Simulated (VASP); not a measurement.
The system is GaP.

```
Ga P
1.0
     0.00000    2.75321    2.72541
     2.72541    0.00000    2.72541
     2.72541    2.75321    0.00000
Ga P
1 1
Direct
  0.00000 0.00000 0.00000
  0.25000 0.25000 0.25000
```

This cell differs from its parent crystal: uniaxial y strain +1.0%.

Base run:

| Item | Value |
| --- | --- |
| Program | VASP 6.6.1 |
| Functional | r2SCAN |
| Potentials or basis | VASP PAW PBE potentials, release 64 (Ga_d, P) |
| Cutoff | 520 eV |
| k mesh | 8 × 8 × 8 |
| Occupations | gaussian, width 0.01 eV |
| Spin | no spin polarisation |

Its results: band gap on the k mesh 1.87 eV, indirect (least direct gap 2.23 eV); pressure -0.9 GPa.

The run is repeated on the same cell with these changes: functional from r2SCAN to PBE; occupations from gaussian, width 0.01 eV to fermi-dirac, width 0.02 eV. What comes out?

Band gap on the k mesh 1.61 eV, indirect (least direct gap 1.72 eV); pressure 1.5 GPa.

Caveats: the PAW data sets were made with another functional, which shifts forces and pressure a little (some runs).

A k mesh can miss the band edges.
